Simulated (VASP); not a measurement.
A run of VASP 6.6.1:

Contents of POSCAR:

```
Sn
1.0
    0.0000000000      3.2697510000      3.2697510000
    3.2697510000      0.0000000000      3.2697510000
    3.2697510000      3.2697510000      0.0000000000
Sn
2
Direct
    0.0000000000      0.0000000000      0.0000000000
    0.2500000000      0.2500000000      0.2500000000
```

INCAR.step1

```
ALGO = Normal
EDIFF = 1E-4
ENCUT = 520
GGA = PE
ISMEAR = -1
LASPH = T
LCHARG = F
LREAL = F
LWAVE = T
NBANDS = 21
NELM = 100
PREC = Accurate
SIGMA = 0.05
```

File INCAR.step2:

```
ALGO = Normal
EDIFF = 1E-6
ENCUT = 520
ISIF = 2
ISMEAR = -1
ISTART = 1
LASPH = T
LCHARG = F
LMIXTAU = T
LREAL = F
LWAVE = F
METAGGA = R2SCAN
NBANDS = 21
NELM = 100
PREC = Accurate
SIGMA = 0.05
```

File KPOINTS:

```
k-points
0
Gamma
  6 6 6
```

Potentials or basis: VASP PAW PBE potentials, release 64 (Sn_d).

The run is started by

```sh
$ cat potpaw_PBE.64/Sn_d/POTCAR > POTCAR
$ cp INCAR.step1 INCAR
$ mpirun -np 1 vasp_std > vasp.out
$ cp INCAR.step2 INCAR
$ mpirun -np 1 vasp_std > vasp.out
```

Hardware: 1 thread of Intel Xeon 6975P-C, on a shared host.

How long does it take, and how much memory?

Run time: 66 s on 1 thread of Intel Xeon 6975P-C (shared host), peak memory 0.21 GiB. Counts: k points 16.
